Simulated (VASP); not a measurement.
MgO:

```
Mg O
1.0
     0.00000    2.12719    2.12719
     2.12719    0.00000    2.12719
     2.12719    2.12719    0.00000
Mg O
1 1
Direct
  0.00000 0.00000 0.00000
  0.50000 0.50000 0.50000
```

Base run:

- Program: VASP 6.6.1
- Functional: r2SCAN
- Potentials or basis: VASP PAW PBE potentials, release 64 (Mg, O)
- Cutoff: 520 eV
- k mesh: 11 × 11 × 11
- Occupations: fermi-dirac, width 0.01 eV
- Spin: no spin polarisation

Its results: band gap on the k mesh 5.31 eV; pressure -6.6 GPa.

Problem. The run is repeated on the same cell with these changes: functional from r2SCAN to HSE06; k mesh from 11 × 11 × 11 to 8 × 8 × 8. What comes out?

Solution. Band gap on the k mesh 6.12 eV; pressure -6.2 GPa.

Several settings changed at once.

Caveats: the cell stands under tension; the PAW data sets were made with another functional, which shifts forces and pressure a little.

